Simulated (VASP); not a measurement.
Here is a VASP 6.6.1 calculation.

Contents of INCAR:

```
  ALGO = Normal
  EDIFF = 1E-6
  ENCUT = 520
  GGA = PE
  GGA_COMPAT = False
  ISIF = 2
  ISMEAR = -1
  LASPH = True
  LCHARG = True
  LELF = True
  LREAL = False
  LVHAR = True
  LWAVE = False
  NBANDS = 39
  NELM = 120
  PREC = Accurate
  SIGMA = 0.02
```

KPOINTS

```
k-points
0
Gamma
  1 1 1
```

File POSCAR:

```
H11C2NO4
1.0
    5.4914470000      0.0000000000      0.0000000000
    0.0000000000      5.4914470000      0.0000000000
    0.0000000000      0.0000000000      5.4914470000
O H C N
4 11 2 1
Direct
    0.5111403242      0.3632922252      0.6207835567
    0.7053514311      0.3470305732      1.1008209676
   -0.0030593029      0.2279727001      0.7707440316
    0.8204941248      0.7996617285      0.6292330601
    0.6516497382      0.4495354321      0.5547353912
    0.5062417975      0.2059566449      0.5171496693
    0.6155026171      0.3774050810      0.9516253184
    0.6289781182      0.1924265134      1.1367859874
    0.1620337955      0.2315418869      0.8080019711
   -0.0946745002      0.2735344619      0.9284984449
    0.8791489748      0.9624967700      0.6668734124
    0.7003436435      0.8392687756      0.5039837405
    0.3072778450      0.4281567317      0.2272260845
    0.0152783046      0.5400216009      0.3134146610
    0.1205693144      0.6037934992      0.0097060028
    0.1751268837      0.5746572807      0.1957407583
    0.2978085740      0.7999166704      0.2657041031
    0.4241322915      0.9682693833      0.2834043559
```

Potentials or basis: VASP PAW PBE potentials, release 64 (O, H, C, N).

Command:

```sh
$ cat potpaw_PBE.64/O/POTCAR potpaw_PBE.64/H/POTCAR potpaw_PBE.64/C/POTCAR potpaw_PBE.64/N/POTCAR > POTCAR
$ mpirun -np 1 vasp_gam > vasp.out
```

Question: What does it give for the pressure?

Answer: 3.2 GPa.

Question: What does it give for the largest force?

Answer: 2.310 eV/Å.

Question: What does it give for the band gap on the k mesh?

Answer: 4.93 eV.

Stress tensor (GPa, compression positive):
```
 6.12  0.56  0.73
 0.56  1.11 -0.54
 0.73 -0.54  2.27
```

Caveat: the k points lie up to 1.14 Å⁻¹ apart.
